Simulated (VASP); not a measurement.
Input of a VASP 6.6.1 run:

Contents of INCAR:

```
SYSTEM = ZnO
ALGO     = Normal         ! electronic algorithm
EDIFF    = 1E-6           ! SCF threshold, eV
ENCUT    = 520            ! plane-wave cutoff, eV
GGA      = RP             ! functional
ISIF     = 2              ! what is computed and relaxed
ISMEAR   = 0              ! smearing method
IVDW     = 13             ! dispersion correction
LASPH    = .True.         ! aspherical terms in the spheres
LCHARG   = .False.        ! write CHGCAR
LREAL    = .False.        ! projectors in reciprocal space
LWAVE    = .False.        ! write WAVECAR
NBANDS   = 26             ! bands
NELM     = 100            ! most SCF steps
PREC     = Accurate       ! precision mode
SIGMA    = 0.05           ! smearing width, eV
```

Contents of KPOINTS:

```
k-points
0
Gamma
  8 8 6
  0 0 0
```

Contents of POSCAR:

```
ZnO
1.0
    3.2571609225      0.0000000000      0.0000000000
   -1.6285804612      2.8207841031      0.0000000000
    0.0000000000      0.0000000000      5.2521172089
Zn O
2 2
Direct
    0.3333333333      0.6666666667      0.0014489168
    0.6666666667      0.3333333333      0.5014489168
    0.3333333333      0.6666666667      0.3806510832
    0.6666666667      0.3333333333      0.8806510832
```

Potentials or basis: VASP PAW PBE potentials, release 64 (Zn, O).

The run is started by

```bash
$ cat potpaw_PBE.64/Zn/POTCAR potpaw_PBE.64/O/POTCAR > POTCAR
$ mpirun -np 1 vasp_std > vasp.out
```

(1) Estimate the band gap on the k mesh.

(2) Predict the pressure.

(3) Estimate the dispersion energy per atom.

(4) What does it give for the largest force?

Answers

(1) 0.85 eV, direct.

(2) 1.1 GPa.

(3) -0.501 eV.

(4) 0.004 eV/Å.

Caveat: the PAW data sets were made with another functional, which shifts forces and pressure a little.

**Experimental background.**

From “Electronic structure of alkaline earth and post-transition metal oxides”, 2009, arxiv:0908.1581, for a bulk crystal of ZnO: band gap 3.37 eV.

A measured gap of ZnO is 3.37 eV (quoted in “Electronic structure of alkaline earth and post-transition metal oxides”, 2009, arxiv:0908.1581); the calculated 0.85 eV misses it by -2.52 eV. So large a miss can be the level of theory's own, or it may mean another phase, state or a wrong row. The value is that of RPBE+D4, without temperature or zero-point motion. Semilocal functionals fall short of measured gaps as a rule.
